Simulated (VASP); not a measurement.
# CO2 (I-42d) in VASP: a series of runs

CO2 is run at these levels: PBE+D3(BJ); tasks: single point, relaxation of cell and atoms.

Program: VASP 6.6.1. These are calculated values, not measurements. Logs are shortened: lines on timing, memory, paths and dates and some standing lists are left out, and cuts for length are marked.

### Step 1. The cell of the first run

Symmetry: I-42d, No. 122, tetragonal system. Conventional cell: a = 3.777 Å, b = 3.777 Å, c = 5.928 Å, α = 90.00°, β = 90.00°, γ = 90.00°. C (site symmetry -4) has 4 O at 1.38 Å within 1.8 Å. Within 1.8 Å of O (site symmetry 2) lie 2 C at 1.38 Å.

### Step 2. Single point, PBE+D3(BJ)

Contents of INCAR:

```
PREC     = Accurate       # precision mode
ENCUT    = 600            # plane-wave cutoff, eV
EDIFF    = 1E-6           # SCF threshold, eV
ISMEAR   = 0              # smearing method
SIGMA    = 0.01           # smearing width, eV
LREAL    = F              # projectors in reciprocal space
LASPH    = T              # aspherical terms in the spheres
NELM     = 120            # most SCF steps
ALGO     = Normal         # electronic algorithm
ISIF     = 2              # what is computed and relaxed
LWAVE    = F              # write WAVECAR
LCHARG   = F              # write CHGCAR
GGA      = PE             # functional
IVDW     = 12             # dispersion correction
NBANDS   = 25             # bands
GGA_COMPAT= F
```

Contents of KPOINTS:

```
Automatic mesh
0
Gamma
  8 8 8
```

Contents of POSCAR:

```
CO2
1.0
   -1.8885809754      1.8885809754      2.9639521617
    1.8885809754     -1.8885809754      2.9639521617
    1.8885809754      1.8885809754     -2.9639521617
C O
2 4
Direct
    0.0000000000      0.0000000000      0.0000000000
    0.7500000000      0.2500000000      0.5000000000
    0.3750000000      0.3072837837      0.4322837837
    0.6927162163      0.1250000000      1.0677162163
    0.8750000000      0.9427162163      0.5677162163
    0.0572837837      0.6250000000     -0.0677162163
```

Potentials or basis: VASP PAW PBE potentials, release 64 (C, O).

The run is started by

```bash
cat potpaw_PBE.64/C/POTCAR potpaw_PBE.64/O/POTCAR > POTCAR
mpirun -np 1 vasp_std > vasp.out
```

OUTCAR:

```text
PREC = Accurate
   ENCUT = 600
   EDIFF = 1E-6
   ISMEAR = 0
   LREAL = F
   LASPH = T
   NELM = 120
   ISIF = 2
   GGA = PE
   IVDW = 12
 IVDW          = 12

 ion  position               nearest neighbor table
   1  0.000  0.000  0.000-   3 1.38   4 1.38   5 1.38   6 1.38
   2  0.750  0.250  0.500-   3 1.38   4 1.38   5 1.38   6 1.38
   3  0.375  0.307  0.432-   1 1.38   2 1.38
   4  0.693  0.125  0.068-   1 1.38   2 1.38
   5  0.875  0.943  0.568-   1 1.38   2 1.38
   6  0.057  0.625  0.932-   1 1.38   2 1.38

  LATTYP: Found a body centered tetragonal cell.
 ALAT       =     3.7771619508
 C/A-ratio  =     1.5694069782

  Lattice vectors:

 A1 = (  -1.8885809754,   1.8885809754,   2.9639521617)
 A2 = (   1.8885809754,  -1.8885809754,   2.9639521617)
 A3 = (   1.8885809754,   1.8885809754,  -2.9639521617)

Analysis of symmetry for initial positions (statically):
=====================================================================
 Subroutine PRICEL returns:
 Original cell was already a primitive cell.

 Routine SETGRP: Setting up the symmetry group for a
 body centered tetragonal supercell.

 Subroutine GETGRP returns: Found  8 space group operations
 (whereof  4 operations were pure point group operations)
 out of a pool of 16 trial point group operations.

The static configuration has the point symmetry S_4 .
 The point group associated with its full space group is D_2d.

Analysis of symmetry for dynamics (positions and initial velocities):
=====================================================================
 Subroutine PRICEL returns:
 Original cell was already a primitive cell.

 Routine SETGRP: Setting up the symmetry group for a
 body centered tetragonal supercell.

 Subroutine GETGRP returns: Found  8 space group operations
 (whereof  4 operations were pure point group operations)
 out of a pool of 16 trial point group operations.

The dynamic configuration has the point symmetry S_4 .
 The point group associated with its full space group is D_2d.

 Subroutine INISYM returns: Found  8 space group operations
 (whereof  4 operations are pure point group operations),
 and found     1 'primitive' translations

----------------------------------------------------------------------------------------

                                     Primitive cell

  volume of cell :      42.2866

  direct lattice vectors                    reciprocal lattice vectors
    -1.888580975  1.888580975  2.963952162     0.000000000  0.264749040  0.168693681
     1.888580975 -1.888580975  2.963952162     0.264749040  0.000000000  0.168693681
     1.888580975  1.888580975 -2.963952162     0.264749040  0.264749040  0.000000000

  length of vectors
     3.989798067  3.989798067  3.989798067     0.313926125  0.313926125  0.374411683

  position of ions in fractional coordinates (direct lattice)
     0.000000000  0.000000000  0.000000000
     0.750000000  0.250000000  0.500000000
     0.375000000  0.307283784  0.432283784
     0.692716216  0.125000000  0.067716216
     0.875000000  0.942716216  0.567716216
     0.057283784  0.625000000  0.932283784

  ion indices of the primitive-cell ions
   primitive index   ion index
                 1           1
                 2           2
                 3           3
                 4           4
                 5           5
                 6           6

----------------------------------------------------------------------------------------

 KPOINTS: Automatic mesh

Automatic generation of k-mesh.
 Grid dimensions read from file:
 generate k-points for:    8    8    8

 Generating k-lattice:

  Cartesian coordinates                     Fractional coordinates (reciprocal lattice)
     0.000000000  0.033093630  0.021086710     0.125000000  0.000000000  0.000000000
     0.033093630  0.000000000  0.021086710     0.000000000  0.125000000  0.000000000
     0.033093630  0.033093630  0.000000000     0.000000000  0.000000000  0.125000000

  Length of vectors
     0.039240766  0.039240766  0.046801460

  Shift w.r.t. Gamma in fractional coordinates (k-lattice)
     0.000000000  0.000000000  0.000000000

 Subroutine IBZKPT returns following result:
 ===========================================

 Found     59 irreducible k-points:

 Following reciprocal coordinates:
            Coordinates               Weight
  0.000000  0.000000  0.000000      1.000000
  0.125000  0.000000  0.000000      8.000000
  0.250000  0.000000  0.000000      8.000000
  0.375000  0.000000 -0.000000      8.000000
  0.500000  0.000000  0.000000      4.000000
  0.125000  0.125000  0.000000      8.000000
[... 16 lines left out ...]
  0.250000  0.125000  0.125000     16.000000
  0.375000  0.125000  0.125000      8.000000
 [... further k-points ...]
   k-points           NKPTS =     59   k-points in BZ     NKDIM =     59   number of bands    NBANDS=     25
   number of dos      NEDOS =    301   number of ions     NIONS =      6
   total plane-waves  NPLWV =  32768
   dimension x,y,z NGX =    32 NGY =   32 NGZ =   32
   dimension x,y,z NGXF=    64 NGYF=   64 NGZF=   64
   ions per type =               2   4
   NGX,Y,Z   is equivalent  to a cutoff of  13.33, 13.33, 13.33 a.u.
   NGXF,Y,Z  is equivalent  to a cutoff of  26.67, 26.67, 26.67 a.u.
 SYSTEM =  unknown system
   PREC   = accura    normal or accurate (medium, high low for compatibility)
   ISTART =      0    job   : 0-new  1-cont  2-samecut
   ICHARG =      2    charge: 1-file 2-atom 10-const
   ISPIN  =      1    spin polarized calculation?
   LNONCOLLINEAR =      F non collinear calculations
   LSORBIT =      F    spin-orbit coupling
   LASPH  =      T    aspherical Exc in radial PAW
   ENCUT  =  600.0 eV  44.10 Ry    6.64 a.u.   7.97  7.97  7.97*2*pi/ulx,y,z
   NELM   =    120;   NELMIN=  2; NELMDL= -5     # of ELM steps
   EDIFF  = 0.1E-05   stopping-criterion for ELM
   LREAL  =      F    real-space projection
   EDIFFG = 0.1E-04   stopping-criterion for IOM
   NSW    =      0    number of steps for IOM
   IBRION =     -1    ionic relax: 0-MD 1-quasi-New 2-CG
   NFREE  =      0    steps in history (QN), initial steepest desc. (CG)
   ISIF   =      2    stress and relaxation
   ISYM   =      2    0-nonsym 1-usesym 2-fastsym
   POTIM  = 0.5000    time-step for ionic-motion
   TEBEG  =    0.0;   TEEND  =   0.0 temperature during run
   PSTRESS=    0.0 pullay stress
   NELECT =      32.0000    total number of electrons
   NUPDOWN=      -1.0000    fix difference up-down
   EMIN   =  10.00;   EMAX   =-10.00  energy-range for DOS
   EFERMI =   0.00;   METHOD = LEGACY
   ISMEAR =     0;   SIGMA  =   0.01  broadening in eV -4-tet -1-fermi 0-gaus
   EFERMI_NEDOS =   21; number of points for ismear=-14 and -15
   IALGO  =     38    algorithm
   IMIX   =      4    mixing-type and parameters
     AMIX     =   0.40;   BMIX     =  1.00
     AMIX_MAG =   1.60;   BMIX_MAG =  1.00
  volume/ion in A,a.u.               =       7.05        47.56
  Fermi-wavevector in a.u.,A,eV,Ry     =   1.491846  2.819180 30.281191  2.225605
  Thomas-Fermi vector in A             =   2.604449
   LORBIT       =      0    0 simple, 1 ext, 2 COOP (PROOUT), +10 PAW based schemes
   GGA     = PE    functional components
   LHFCALC =     F    Hartree Fock is set to
   AEXX    =    0.0000 exact exchange contribution
   IVDW    =    12    specifies the selected vdW correction
   LEPSILON=     F    determine dielectric tensor
   LRPA    =     F    only Hartree local field effects (RPA)
 non-spin polarized calculation
 Gauss-broadening in eV      SIGMA  =   0.01
  energy-cutoff  :      600.00
  volume of cell :       42.29
 maximum number of plane-waves:      1431
   NGX = 15   NGY = 15   NGZ = 15

 number of electron      31.9999998 magnetization

 Free energy of the ion-electron system (eV)
  ---------------------------------------------------
  ext. energy  EPLUGINS =         0.00000000
  ---------------------------------------------------
  free energy    TOTEN  =       -43.17214482 eV

  energy without entropy =      -43.17214482  energy(sigma->0) =      -43.17214482

 E-fermi :   3.4277     XC(G=0): -11.7264

 val. band max:        3.3207762786   @ k =   0.5000   0.0000   0.0000
 cond. band min:      11.0339515953   @ k =   0.0000   0.0000   0.0000
 fundamental gap:      7.7131753166
 Fermi energy:         3.4277433709

 k-point     1 :       0.0000    0.0000    0.0000
  band No.  band energies     occupation
      1     -21.3620      2.00000
      2     -15.8577      2.00000
      3     -15.8577      2.00000
      4     -15.1801      2.00000
      5     -11.2560      2.00000
      6      -6.5992      2.00000
[... 17 lines left out ...]
     24      18.6456      0.00000
     25      18.6456      0.00000

 k-point     2 :       0.1250    0.0000    0.0000
  band No.  band energies     occupation
      1     -21.2485      2.00000
      2     -16.1068      2.00000
      3     -15.8938      2.00000
      4     -15.3250      2.00000
      5     -10.9379      2.00000
      6      -6.5940      2.00000
[... 17 lines left out ...]
     24      18.7182      0.00000
     25      18.7759      0.00000

 k-point     3 :       0.2500    0.0000    0.0000
  band No.  band energies     occupation
      1     -20.9285      2.00000
      2     -16.8291      2.00000
      3     -15.9629      2.00000
      4     -15.4963      2.00000
      5     -10.3029      2.00000
      6      -6.5906      2.00000
[... 17 lines left out ...]
     24      18.6920      0.00000
     25      18.8619      0.00000

 k-point     4 :       0.3750    0.0000   -0.0000
  band No.  band energies     occupation
      1     -20.4925      2.00000
      2     -17.6365      2.00000
      3     -16.0090      2.00000
      4     -15.6210      2.00000
      5      -9.7996      2.00000
      6      -6.5348      2.00000
[... 17 lines left out ...]
     24      18.5574      0.00000
     25      18.9566      0.00000

 k-point     5 :       0.5000    0.0000    0.0000
  band No.  band energies     occupation
      1     -20.2372      2.00000
      2     -18.0323      2.00000
      3     -16.0206      2.00000
      4     -15.6742      2.00000
      5      -9.6257      2.00000
      6      -6.4903      2.00000
[... 17 lines left out ...]
     24      18.2263      0.00000
     25      19.4647      0.00000

 k-point     6 :       0.1250    0.1250    0.0000
  band No.  band energies     occupation
      1     -21.0683      2.00000
      2     -16.4618      2.00000
      3     -15.9609      2.00000
      4     -15.5231      2.00000
      5     -10.4716      2.00000
      6      -6.6885      2.00000
[... 17 lines left out ...]
     24      18.4551      0.00000
     25      18.9219      0.00000
[... 393 lines left out ...]
 k-point    21 :       0.5000    0.5000    0.0000
  band No.  band energies     occupation
      1     -19.1248      2.00000
      2     -19.1248      2.00000
      3     -16.0466      2.00000
      4     -16.0466      2.00000
      5      -8.4600      2.00000
      6      -8.4600      2.00000
[... 17 lines left out ...]
     24      18.4512      0.00000
     25      19.4549      0.00000

 k-point    22 :       0.1250    0.1250    0.1250
  band No.  band energies     occupation
      1     -20.6335      2.00000
      2     -17.2911      2.00000
      3     -16.0736      2.00000
      4     -15.5944      2.00000
      5      -9.9002      2.00000
      6      -7.1833      2.00000
[... 17 lines left out ...]
     24      18.2296      0.00000
     25      19.3975      0.00000

 k-point    23 :       0.2500    0.1250    0.1250
  band No.  band energies     occupation
      1     -20.1966      2.00000
      2     -17.9392      2.00000
      3     -16.1451      2.00000
      4     -15.7341      2.00000
      5      -9.4073      2.00000
      6      -7.2101      2.00000
[... 17 lines left out ...]
     24      18.1871      0.00000
     25      19.3321      0.00000

 k-point    24 :       0.3750    0.1250    0.1250
  band No.  band energies     occupation
      1     -19.9255      2.00000
      2     -18.2972      2.00000
      3     -16.1633      2.00000
      4     -15.7963      2.00000
      5      -9.2061      2.00000
      6      -7.1691      2.00000
[... 17 lines left out ...]
     24      17.9816      0.00000
     25      19.7120      0.00000

 [... further k-points ...]

------------------------ aborting loop because EDIFF is reached ----------------------------------------

 Edisp (eV)   -0.67460

 E8    (eV) :    -0.1731

  FORCE on cell =-STRESS in cart. coord.  units (eV):
  Direction    XX          YY          ZZ          XY          YZ          ZX
  --------------------------------------------------------------------------------------
  -------------------------------------------------------------------------------------
  Total       4.28398     4.28398     4.23640     0.00000    -0.00000     0.00000
  in kB     162.31383   162.31383   160.51116     0.00000    -0.00000     0.00000
  external pressure =      161.71 kB  Pullay stress =        0.00 kB

 VOLUME and BASIS-vectors are now :
 -----------------------------------------------------------------------------
  energy-cutoff  :      600.00
  volume of cell :       42.29
      direct lattice vectors                 reciprocal lattice vectors
    -1.888580975  1.888580975  2.963952162     0.000000000  0.264749040  0.168693681
     1.888580975 -1.888580975  2.963952162     0.264749040  0.000000000  0.168693681
     1.888580975  1.888580975 -2.963952162     0.264749040  0.264749040  0.000000000

 POSITION                                       TOTAL-FORCE (eV/Angst)
 -----------------------------------------------------------------------------------
      0.00000      0.00000      0.00000         0.000000      0.000000      0.000000
      0.00000      1.88858      1.48198         0.000000      0.000000      0.000000
      0.68852      0.94429      0.74099         0.095972      0.000000     -0.000000
     -0.94429      1.20007      2.22296         0.000000     -0.095972     -0.000000
      1.20007      0.94429      3.70494        -0.095972     -0.000000     -0.000000
      2.83287      0.68852     -0.74099         0.000000      0.095972     -0.000000
 -----------------------------------------------------------------------------------
    total drift:                                0.000000      0.000000      0.000001

  FREE ENERGIE OF THE ION-ELECTRON SYSTEM (eV)
  ---------------------------------------------------
  free  energy   TOTEN  =       -43.8467451070 eV

  energy  without entropy=      -43.8467451070  energy(sigma->0) =      -43.84674511
```

Run time: 84 s. Hardware: 1 thread of AMD EPYC 9R45 (Zen 5), shared host; peak memory 0.18 GiB.

Results:

```
Free energy                : -43.8467 eV
Pressure                   : 16.2 GPa
Largest force              : 0.096 eV/Å
Band gap on the k mesh     : 7.71 eV (least direct gap 8.01 eV)
Dispersion energy per atom : -0.112 eV
```

Forces in eV/Å, atoms in the order of the input:
```
C    0.000  0.000  0.000
C    0.000  0.000  0.000
O    0.096  0.000  0.000
O    0.000 -0.096  0.000
O   -0.096  0.000  0.000
O    0.000  0.096  0.000
```

Stress tensor (GPa, compression positive):
```
16.23  0.00  0.00
 0.00 16.23  0.00
 0.00  0.00 16.05
```

Caveat: the cell stands under pressure. A k mesh can miss the band edges.

(Part 1 of 2 ends here.)
